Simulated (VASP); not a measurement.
# MnO (Fm-3m) in VASP: notebook

The runs below take MnO through single point, with PBE.

Program: VASP 6.6.1. These are calculated values, not measurements. Logs are shortened: lines on timing, memory, paths and dates and some standing lists are left out, and cuts for length are marked.

### Step 1. The cell of the first run

Symmetry: Fm-3m, No. 225, cubic system. The conventional cell has a = 4.206 Å, b = 4.206 Å, c = 4.206 Å, α = 90.00°, β = 90.00°, γ = 90.00°. Within 2.8 Å of Mn (site symmetry m-3m) lie 6 O at 2.10 Å. O (site symmetry m-3m) has 6 Mn at 2.10 Å within 2.8 Å.

### Step 2. Single point, PBE

Contents of INCAR:

```
SYSTEM = MnO
PREC = Accurate
ENCUT = 600
EDIFF = 1E-6
ISMEAR = -1
SIGMA = 0.1
LREAL = .False.
LASPH = .True.
NELM = 120
ALGO = Normal
ISIF = 2
LWAVE = .False.
LCHARG = .False.
GGA = PE
NBANDS = 16
GGA_COMPAT = .False.
```

Contents of KPOINTS:

```
regular mesh
0
Gamma
  7 7 7
  0 0 0
```

Contents of POSCAR:

```
MnO
1.0
    0.0000000000      2.1029520000      2.1029520000
    2.1029520000      0.0000000000      2.1029520000
    2.1029520000      2.1029520000      0.0000000000
Mn O
1 1
Direct
    0.0000000000      0.0000000000      0.0000000000
    0.5000000000      0.5000000000      0.5000000000
```

Potentials or basis: VASP PAW PBE potentials, release 64 (Mn_pv, O).

The run is started by

```bash
$ cat potpaw_PBE.64/Mn_pv/POTCAR potpaw_PBE.64/O/POTCAR > POTCAR
$ mpirun -np 1 vasp_std > vasp.out
```

OUTCAR:

```text
SYSTEM = MnO
   PREC = Accurate
   ENCUT = 600
   EDIFF = 1E-6
   ISMEAR = -1
   LREAL = .False.
   LASPH = .True.
   NELM = 120
   ISIF = 2
   GGA = PE

 ion  position               nearest neighbor table
   1  0.000  0.000  0.000-   2 2.10   2 2.10   2 2.10   2 2.10   2 2.10   2 2.10
   2  0.500  0.500  0.500-   1 2.10   1 2.10   1 2.10   1 2.10   1 2.10   1 2.10

  LATTYP: Found a face centered cubic cell.
 ALAT       =     4.2059040000

  Lattice vectors:

 A1 = (   0.0000000000,   2.1029520000,   2.1029520000)
 A2 = (   2.1029520000,   0.0000000000,   2.1029520000)
 A3 = (   2.1029520000,   2.1029520000,   0.0000000000)

Analysis of symmetry for initial positions (statically):
=====================================================================
 Subroutine PRICEL returns:
 Original cell was already a primitive cell.

 Routine SETGRP: Setting up the symmetry group for a
 face centered cubic supercell.

 Subroutine GETGRP returns: Found 48 space group operations
 (whereof 48 operations were pure point group operations)
 out of a pool of 48 trial point group operations.

The static configuration has the point symmetry O_h .

Analysis of symmetry for dynamics (positions and initial velocities):
=====================================================================
 Subroutine PRICEL returns:
 Original cell was already a primitive cell.

 Routine SETGRP: Setting up the symmetry group for a
 face centered cubic supercell.

 Subroutine GETGRP returns: Found 48 space group operations
 (whereof 48 operations were pure point group operations)
 out of a pool of 48 trial point group operations.

The dynamic configuration has the point symmetry O_h .

 Subroutine INISYM returns: Found 48 space group operations
 (whereof 48 operations are pure point group operations),
 and found     1 'primitive' translations

----------------------------------------------------------------------------------------

                                     Primitive cell

  volume of cell :      18.6002

  direct lattice vectors                    reciprocal lattice vectors
     0.000000000  2.102952000  2.102952000    -0.237761014  0.237761014  0.237761014
     2.102952000  0.000000000  2.102952000     0.237761014 -0.237761014  0.237761014
     2.102952000  2.102952000  0.000000000     0.237761014  0.237761014 -0.237761014

  length of vectors
     2.974023239  2.974023239  2.974023239     0.411814156  0.411814156  0.411814156

[... 74 lines left out ...]
   NELM   =    120;   NELMIN=  2; NELMDL= -5     # of ELM steps
   EDIFF  = 0.1E-05   stopping-criterion for ELM
   LREAL  =      F    real-space projection
   EDIFFG = 0.1E-04   stopping-criterion for IOM
   NSW    =      0    number of steps for IOM
   IBRION =     -1    ionic relax: 0-MD 1-quasi-New 2-CG
   NFREE  =      0    steps in history (QN), initial steepest desc. (CG)
   ISIF   =      2    stress and relaxation
   ISYM   =      2    0-nonsym 1-usesym 2-fastsym
   POTIM  = 0.5000    time-step for ionic-motion
   TEBEG  =    0.0;   TEEND  =   0.0 temperature during run
   PSTRESS=    0.0 pullay stress
   NELECT =      19.0000    total number of electrons
   NUPDOWN=      -1.0000    fix difference up-down
   EMIN   =  10.00;   EMAX   =-10.00  energy-range for DOS
   EFERMI =   0.00;   METHOD = LEGACY
   ISMEAR =    -1;   SIGMA  =   0.10  broadening in eV -4-tet -1-fermi 0-gaus
   EFERMI_NEDOS =   21; number of points for ismear=-14 and -15
   IALGO  =     38    algorithm
   IMIX   =      4    mixing-type and parameters
     AMIX     =   0.40;   BMIX     =  1.00
     AMIX_MAG =   1.60;   BMIX_MAG =  1.00
  volume/ion in A,a.u.               =       9.30        62.76
  Fermi-wavevector in a.u.,A,eV,Ry     =   1.648744  3.115675 36.985508  2.718358
  Thomas-Fermi vector in A             =   2.737982
   LORBIT       =      0    0 simple, 1 ext, 2 COOP (PROOUT), +10 PAW based schemes
   GGA     = PE    functional components
   LHFCALC =     F    Hartree Fock is set to
   AEXX    =    0.0000 exact exchange contribution
   IVDW    =     0    specifies the selected vdW correction
   LEPSILON=     F    determine dielectric tensor
   LRPA    =     F    only Hartree local field effects (RPA)
 non-spin polarized calculation
  energy-cutoff  :      600.00
  volume of cell :       18.60
 maximum number of plane-waves:       632
   NGX = 11   NGY = 11   NGZ = 11

 number of electron      18.9999997 magnetization

 Free energy of the ion-electron system (eV)
  ---------------------------------------------------
  ext. energy  EPLUGINS =         0.00000000
  ---------------------------------------------------
  free energy    TOTEN  =       -14.87380517 eV

  energy without entropy =      -14.68749920  energy(sigma->0) =      -14.78065219

 E-fermi :   9.2478     XC(G=0): -12.9726

 val. band max:        9.2469938745   @ k =   0.4286   0.2857   0.0000
 cond. band min:       9.2692747295   @ k =   0.1429   0.1429   0.0000
 fundamental gap:      0.0222808549
 Fermi energy:         9.2478156518

 k-point     1 :       0.0000    0.0000    0.0000
  band No.  band energies     occupation
      1     -38.9653      2.00000
      2     -38.9652      2.00000
      3     -38.9652      2.00000
      4     -12.3432      2.00000
      5       4.7879      2.00000
      6       4.7879      2.00000
[... 357 lines left out ...]
      3     -39.0089      2.00000
      4     -11.0364      2.00000
      5       1.8497      2.00000
      6       1.9309      2.00000
[... 8 lines left out ...]
     15      19.0727      0.00000
     16      23.7727      0.00000

------------------------ aborting loop because EDIFF is reached ----------------------------------------

  FORCE on cell =-STRESS in cart. coord.  units (eV):
  Direction    XX          YY          ZZ          XY          YZ          ZX
  --------------------------------------------------------------------------------------
  -------------------------------------------------------------------------------------
  Total       -1.5835863     -1.5835863     -1.5835863      0.0000000      0.0000000      0.0000000
  in kB     -136.4062444   -136.4062444   -136.4062444      0.0000000      0.0000000      0.0000000
  external PRESSURE =    -136.4062444 kB  Pullay stress =       0.0000000 kB

 VOLUME and BASIS-vectors are now :
 -----------------------------------------------------------------------------
  energy-cutoff  :      600.00
  volume of cell :       18.60
      direct lattice vectors                 reciprocal lattice vectors
     0.000000000  2.102952000  2.102952000    -0.237761014  0.237761014  0.237761014
     2.102952000  0.000000000  2.102952000     0.237761014 -0.237761014  0.237761014
     2.102952000  2.102952000  0.000000000     0.237761014  0.237761014 -0.237761014

 POSITION                                       TOTAL-FORCE (eV/Angst)
 -----------------------------------------------------------------------------------
      0.00000      0.00000      0.00000        -0.000000      0.000000      0.000000
      2.10295      2.10295      2.10295         0.000000     -0.000000      0.000000
 -----------------------------------------------------------------------------------
    total drift:                                0.000000     -0.000000     -0.000000

  FREE ENERGIE OF THE ION-ELECTRON SYSTEM (eV)
  ---------------------------------------------------
  free  energy   TOTEN  =       -14.8738051736 eV

  energy  without entropy=      -14.6874992031  energy(sigma->0) =      -14.78065219
```

Wall time 3.3 s (1 thread of Intel Xeon 6975P-C (Granite Rapids), shared host); peak memory 0.13 GiB.

What came out:

```
Free energy : -14.8738 eV
Pressure    : -13.6 GPa
```

Caveat: the k points lie up to 0.37 Å⁻¹ apart; an odd number of electrons without spin polarisation forces a metal; a magnetic or distorted state may lie lower; the run has no spin polarisation, though such a crystal can be magnetic; semilocal functionals often make such compounds metallic where correlation or magnetic order opens a gap, which also shifts bond lengths. With open d or f shells a metallic result of PBE can be an artefact of self-interaction; +U or a hybrid may open a gap.

### Step 3. Single point, PBE

Contents of INCAR:

```
PREC = Accurate
ENCUT = 600
EDIFF = 1E-6
ISMEAR = -1
SIGMA = 0.05
LREAL = False
LASPH = True
NELM = 120
ALGO = Normal
ISIF = 2
LWAVE = False
LCHARG = False
GGA = PE
NBANDS = 16
GGA_COMPAT = False
```

Contents of KPOINTS:

```
regular mesh
0
Gamma
  7 7 7
```

POSCAR is that of step 2.

Potentials or basis: VASP PAW PBE potentials, release 64 (Mn_pv, O).

The run is started by

```bash
$ cat potpaw_PBE.64/Mn_pv/POTCAR potpaw_PBE.64/O/POTCAR > POTCAR
$ mpirun -np 1 vasp_std > vasp.out
```

Run time: 3.2 s. Hardware: 1 thread of Intel Xeon 6975P-C (Granite Rapids), shared host; peak memory 0.13 GiB.

It converged, with:

* Free energy: -14.8001 eV
* Pressure: -14.6 GPa

Levels at points of the mesh, in eV from the Fermi level:
```tsv
k point	band 8	band 9	band 10	band 11	band 12	band 13
(0.00, 0.00, 0.00)	-1.53	-1.53	-1.53	-0.81	-0.81	1.20
```

Caveat: the k points lie up to 0.37 Å⁻¹ apart; an odd number of electrons without spin polarisation forces a metal; a magnetic or distorted state may lie lower; the run has no spin polarisation, though such a crystal can be magnetic; semilocal functionals often make such compounds metallic where correlation or magnetic order opens a gap, which also shifts bond lengths.
